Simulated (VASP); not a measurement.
# Mg (C2/m) in VASP: further runs

Runs on Mg. Level: LDA. Tasks: single point.

All numbers are computed with VASP 6.6.1; they aren't measurements. Logs are shortened: lines on timing, memory, paths and dates and some standing lists are left out, and cuts for length are marked.

## Step 1: The cell of the first run

It takes space group C2/m (No. 12, monoclinic). Conventional cell: a = 4.927 Å, b = 3.672 Å, c = 3.359 Å, α = 90.00°, β = 131.83°, γ = 90.00°. Within 4.0 Å of Mg (site symmetry 2/m) lie 14 Mg at 3.07 to 3.67 Å.

## Step 2: Single point, LDA (strain -0.0200 x Voigt [0, 0, 0, 1, 0, 0])

INCAR

```
PREC = Accurate ; ENCUT = 520
EDIFF = 1E-6 ; ISMEAR = 0
SIGMA = 0.15 ; LREAL = False
LASPH = True ; NELM = 60
ALGO = Fast ; ISIF = 2
LWAVE = False ; LCHARG = False
NBANDS = 7
```

KPOINTS

```
Automatic mesh
0
Gamma
  20 20 20
```

POSCAR

```
Mg
1.0
   -1.8359916300      1.8191975898      1.6610441037
    1.8359916300     -1.8527856702      1.6977639363
    1.8359916300      1.8527856702     -1.6977639363
Mg
1
Direct
    0.0000000000      0.0000000000      0.0000000000
```

Potentials or basis: VASP PAW LDA potentials, release 64 (Mg).

Run with:

```bash
cat potpaw_LDA.64/Mg/POTCAR > POTCAR
mpirun -np 1 vasp_std > vasp.out
```

OUTCAR:

```text
PREC = Accurate
   ENCUT = 520
   EDIFF = 1E-6
   ISMEAR = 0
   LREAL = False
   LASPH = True
   NELM = 60
   ISIF = 2

 ion  position               nearest neighbor table
   1  0.000  0.000  0.000-

  LATTYP: Found a base centered monoclinic cell.
 ALAT       =     4.9268843645
 B/A-ratio  =     0.7452951984
 C/A-ratio  =     0.6817647275
 COS(beta)  =    -0.6668595688

  Lattice vectors:

 A1 = (  -1.8359916300,  -1.8191975898,  -1.6610441037)
 A2 = (   1.8359916300,  -1.8191975898,  -1.6610441037)
 A3 = (   0.0000000000,  -0.0335880804,   3.3588080400)

Analysis of symmetry for initial positions (statically):
=====================================================================
 Subroutine PRICEL returns:
 Original cell was already a primitive cell.

 Routine SETGRP: Setting up the symmetry group for a
 base centered monoclinic supercell.

 Subroutine GETGRP returns: Found  4 space group operations
 (whereof  4 operations were pure point group operations)
 out of a pool of  4 trial point group operations.

The static configuration has the point symmetry C_2h.

Analysis of symmetry for dynamics (positions and initial velocities):
=====================================================================
 Subroutine PRICEL returns:
 Original cell was already a primitive cell.

 Routine SETGRP: Setting up the symmetry group for a
 base centered monoclinic supercell.

 Subroutine GETGRP returns: Found  4 space group operations
 (whereof  4 operations were pure point group operations)
 out of a pool of  4 trial point group operations.

The dynamic configuration has the point symmetry C_2h.

 Subroutine INISYM returns: Found  4 space group operations
 (whereof  4 operations are pure point group operations),
 and found     1 'primitive' translations

----------------------------------------------------------------------------------------

                                     Primitive cell

  volume of cell :      22.6419

  direct lattice vectors                    reciprocal lattice vectors
    -1.835991630  1.819197590  1.661044104     0.000000000  0.275337177  0.300478037
     1.835991630 -1.852785670  1.697763936     0.272332396  0.002977544  0.297754441
     1.835991630  1.852785670 -1.697763936     0.272332396  0.272359632  0.002723596

  length of vectors
     3.072362715  3.112247161  3.112247161     0.407550747  0.403523862  0.385165057

  position of ions in fractional coordinates (direct lattice)
     0.000000000  0.000000000  0.000000000

  ion indices of the primitive-cell ions
   primitive index   ion index
                 1           1

----------------------------------------------------------------------------------------

 KPOINTS: Automatic mesh

Automatic generation of k-mesh.
 Grid dimensions read from file:
 generate k-points for:   20   20   20

 Generating k-lattice:

  Cartesian coordinates                     Fractional coordinates (reciprocal lattice)
     0.000000000  0.013766859  0.015023902     0.050000000  0.000000000  0.000000000
     0.013616620  0.000148877  0.014887722     0.000000000  0.050000000  0.000000000
     0.013616620  0.013617982  0.000136180    -0.000000000  0.000000000  0.050000000

  Length of vectors
     0.020377537  0.020176193  0.019258253

  Shift w.r.t. Gamma in fractional coordinates (k-lattice)
     0.000000000  0.000000000  0.000000000

 Subroutine IBZKPT returns following result:
 ===========================================

 Found   2112 irreducible k-points:

 Following reciprocal coordinates:
            Coordinates               Weight
  0.000000  0.000000  0.000000      1.000000
  0.050000  0.000000  0.000000      2.000000
  0.100000 -0.000000  0.000000      2.000000
  0.150000 -0.000000  0.000000      2.000000
  0.200000 -0.000000  0.000000      2.000000
  0.250000  0.000000  0.000000      2.000000
[... 16 lines left out ...]
 -0.450000  0.050000  0.000000      4.000000
 -0.400000  0.050000 -0.000000      4.000000
 [... further k-points ...]
   k-points           NKPTS =   2112   k-points in BZ     NKDIM =   2112   number of bands    NBANDS=      7
   number of dos      NEDOS =    301   number of ions     NIONS =      1
   total plane-waves  NPLWV =  13824
   dimension x,y,z NGX =    24 NGY =   24 NGZ =   24
   dimension x,y,z NGXF=    48 NGYF=   48 NGZF=   48
   ions per type =               1
   NGX,Y,Z   is equivalent  to a cutoff of  12.99, 12.82, 12.82 a.u.
   NGXF,Y,Z  is equivalent  to a cutoff of  25.97, 25.64, 25.64 a.u.
 SYSTEM =  unknown system
   PREC   = accura    normal or accurate (medium, high low for compatibility)
   ISTART =      0    job   : 0-new  1-cont  2-samecut
   ICHARG =      2    charge: 1-file 2-atom 10-const
   ISPIN  =      1    spin polarized calculation?
   LNONCOLLINEAR =      F non collinear calculations
   LSORBIT =      F    spin-orbit coupling
   LASPH  =      T    aspherical Exc in radial PAW
   ENCUT  =  520.0 eV  38.22 Ry    6.18 a.u.   5.71  5.79  5.79*2*pi/ulx,y,z
   NELM   =     60;   NELMIN=  2; NELMDL= -5     # of ELM steps
   EDIFF  = 0.1E-05   stopping-criterion for ELM
   LREAL  =      F    real-space projection
   EDIFFG = 0.1E-04   stopping-criterion for IOM
   NSW    =      0    number of steps for IOM
   IBRION =     -1    ionic relax: 0-MD 1-quasi-New 2-CG
   NFREE  =      0    steps in history (QN), initial steepest desc. (CG)
   ISIF   =      2    stress and relaxation
   ISYM   =      2    0-nonsym 1-usesym 2-fastsym
   POTIM  = 0.5000    time-step for ionic-motion
   TEBEG  =    0.0;   TEEND  =   0.0 temperature during run
   PSTRESS=    0.0 pullay stress
   NELECT =       2.0000    total number of electrons
   NUPDOWN=      -1.0000    fix difference up-down
   EMIN   =  10.00;   EMAX   =-10.00  energy-range for DOS
   EFERMI =   0.00;   METHOD = LEGACY
   ISMEAR =     0;   SIGMA  =   0.15  broadening in eV -4-tet -1-fermi 0-gaus
   EFERMI_NEDOS =   21; number of points for ismear=-14 and -15
   IALGO  =     68    algorithm
   IMIX   =      4    mixing-type and parameters
     AMIX     =   0.40;   BMIX     =  1.00
     AMIX_MAG =   1.60;   BMIX_MAG =  1.00
  volume/ion in A,a.u.               =      22.64       152.80
  Fermi-wavevector in a.u.,A,eV,Ry     =   0.729089  1.377778  7.232456  0.531571
  Thomas-Fermi vector in A             =   1.820724
   LORBIT       =      0    0 simple, 1 ext, 2 COOP (PROOUT), +10 PAW based schemes
   GGA     = CA    functional components
   LHFCALC =     F    Hartree Fock is set to
   AEXX    =    0.0000 exact exchange contribution
   IVDW    =     0    specifies the selected vdW correction
   LEPSILON=     F    determine dielectric tensor
   LRPA    =     F    only Hartree local field effects (RPA)
 non-spin polarized calculation
 RMM-DIIS sequential band-by-band and
 Gauss-broadening in eV      SIGMA  =   0.15
  energy-cutoff  :      520.00
  volume of cell :       22.64
 maximum number of plane-waves:       621
   NGX = 11   NGY = 11   NGZ = 11

 number of electron       2.0000000 magnetization

 Free energy of the ion-electron system (eV)
  ---------------------------------------------------
  ext. energy  EPLUGINS =         0.00000000
  ---------------------------------------------------
  free energy    TOTEN  =        -1.77564673 eV

  energy without entropy =       -1.77132612  energy(sigma->0) =       -1.77348642

 E-fermi :   2.5690     XC(G=0):  -8.7267

 val. band max:        2.5618756583   @ k =   0.4000   0.1000   0.0500
 cond. band min:       2.5717938375   @ k =  -0.1500   0.4500   0.3500
 fundamental gap:      0.0099181792
 Fermi energy:         2.5690152971

 k-point     1 :       0.0000    0.0000    0.0000
  band No.  band energies     occupation
      1      -4.4351      2.00000
      2      14.4450      0.00000
      3      16.1799      0.00000
      4      16.2842      0.00000
      5      16.7432      0.00000
      6      16.7504      0.00000
      7      16.7519      0.00000

 k-point     2 :       0.0500    0.0000    0.0000
  band No.  band energies     occupation
      1      -4.3725      2.00000
      2      14.1320      0.00000
      3      15.6745      0.00000
      4      15.8732      0.00000
      5      15.8952      0.00000
      6      17.1857      0.00000
      7      17.3129      0.00000

 k-point     3 :       0.1000   -0.0000    0.0000
  band No.  band energies     occupation
      1      -4.1850      2.00000
      2      13.5184      0.00000
      3      14.1334      0.00000
      4      15.0791      0.00000
      5      15.1802      0.00000
      6      17.0296      0.00000
      7      17.8103      0.00000

 k-point     4 :       0.1500   -0.0000    0.0000
  band No.  band energies     occupation
      1      -3.8733      2.00000
      2      12.3548      0.00000
      3      12.8845      0.00000
      4      14.2499      0.00000
      5      14.5110      0.00000
      6      16.3400      0.00000
      7      18.1664      0.00000

 k-point     5 :       0.2000   -0.0000    0.0000
  band No.  band energies     occupation
      1      -3.4387      2.00000
      2      10.5799      0.00000
      3      12.3093      0.00000
      4      13.4872      0.00000
      5      13.9035      0.00000
      6      15.7134      0.00000
      7      18.4560      0.00000
[... 161 lines left out ...]
 k-point    22 :       0.5000    0.0500    0.0000
  band No.  band energies     occupation
      1       0.9897      2.00000
      2       2.4456      1.75548
      3       9.9110      0.00000
      4      11.2790      0.00000
      5      12.5528      0.00000
      6      14.2923      0.00000
      7      21.0638      0.00000

 k-point    23 :      -0.4500    0.0500    0.0000
  band No.  band energies     occupation
      1      -0.0293      2.00000
      2       3.6866      0.00000
      3       9.9460      0.00000
      4      11.4667      0.00000
      5      12.6020      0.00000
      6      14.4785      0.00000
      7      21.1967      0.00000

 k-point    24 :      -0.4000    0.0500   -0.0000
  band No.  band energies     occupation
      1      -0.9780      2.00000
      2       5.0699      0.00000
      3      10.0902      0.00000
      4      11.7586      0.00000
      5      12.7597      0.00000
      6      14.7724      0.00000
      7      20.8090      0.00000

 [... further k-points ...]
[... 5 lines left out ...]
  --------------------------------------------------------------------------------------
  -------------------------------------------------------------------------------------
  Total       -0.2731007     -0.2777481     -0.2516111      0.0000000      0.0955304      0.0000000
  in kB      -19.3250324    -19.6538916    -17.8043931      0.0000000      6.7598828      0.0000000
  external PRESSURE =     -18.9277724 kB  Pullay stress =       0.0000000 kB

 VOLUME and BASIS-vectors are now :
 -----------------------------------------------------------------------------
  energy-cutoff  :      520.00
  volume of cell :       22.64
      direct lattice vectors                 reciprocal lattice vectors
    -1.835991630  1.819197590  1.661044104     0.000000000  0.275337177  0.300478037
     1.835991630 -1.852785670  1.697763936     0.272332396  0.002977544  0.297754441
     1.835991630  1.852785670 -1.697763936     0.272332396  0.272359632  0.002723596

 POSITION                                       TOTAL-FORCE (eV/Angst)
 -----------------------------------------------------------------------------------
      0.00000      0.00000      0.00000        -0.000000     -0.000000     -0.000000
 -----------------------------------------------------------------------------------
    total drift:                                0.000000      0.000000      0.000000

  FREE ENERGIE OF THE ION-ELECTRON SYSTEM (eV)
  ---------------------------------------------------
  free  energy   TOTEN  =        -1.7756467327 eV

  energy  without entropy=       -1.7713261162  energy(sigma->0) =       -1.77348642
```

Run time: 3.4 min. Hardware: 1 thread of Oxide Virtual Turin-like, shared host; peak memory 0.4 GiB.

What came out:

```
Free energy            : -1.7756 eV
Pressure               : -1.9 GPa
Band gap on the k mesh : zero (bands 1 and 2 overlap by 4.55 eV)
```

Caveat: the cell differs from its parent crystal (strain -0.0200 x Voigt [0, 0, 0, 1, 0, 0]).

## Step 3: Single point, LDA (strain +0.0150 x Voigt [0, 0, 0, 1, 0, 0])

INCAR

```
ALGO = Fast
EDIFF = 1E-6
ENCUT = 520
GGA = CA
ISIF = 2
ISMEAR = 0
LASPH = T
LCHARG = T
LELF = T
LREAL = F
LVHAR = T
LWAVE = F
NBANDS = 7
NELM = 80
PREC = Accurate
SIGMA = 0.15
```

KPOINTS

```
k-points
0
Gamma
  20 20 20
```

POSCAR

```
Mg
1.0
   -1.8359916300      1.8485871602      1.6931739572
    1.8359916300     -1.8233960998      1.6656340828
    1.8359916300      1.8233960998     -1.6656340828
Mg
1
Direct
    0.0000000000      0.0000000000      0.0000000000
```

Potentials or basis: VASP PAW LDA potentials, release 64 (Mg).

Run with:

```bash
cat potpaw_LDA.64/Mg/POTCAR > POTCAR
mpirun -np 1 vasp_std > vasp.out
```

Run time: 5 min. Hardware: 1 thread of Oxide Virtual Turin-like, shared host; peak memory 0.4 GiB.

It converged, with:

```yaml
Free_energy: -1.7761 eV
Pressure: -1.9 GPa
Band_gap_on_the_k_mesh: zero (bands 1 and 2 overlap by 4.55 eV)
```

Stress tensor (GPa, compression positive):
```
-1.95  0.00  0.00
 0.00 -1.97 -0.51
 0.00 -0.51 -1.78
```

Levels at points of the mesh, in eV from the Fermi level:
```tsv
k point	band 1	band 2	band 3	band 4
(0.00, 0.00, 0.00)	-7.00	11.88	13.65	13.71
(0.50, 0.00, 0.00)	-1.40	-0.82	8.24	8.96
(0.00, 0.50, 0.00)	-1.34	-0.71	8.18	8.81
(0.50, 0.50, 0.00)	-1.73	-1.37	9.79	10.33
(0.00, 0.50, 0.50)	-1.27	-0.60	8.15	8.73
(0.50, 0.50, 0.50)	3.17	3.18	3.65	4.18
```

Caveat: the cell differs from its parent crystal (strain +0.0150 x Voigt [0, 0, 0, 1, 0, 0]).
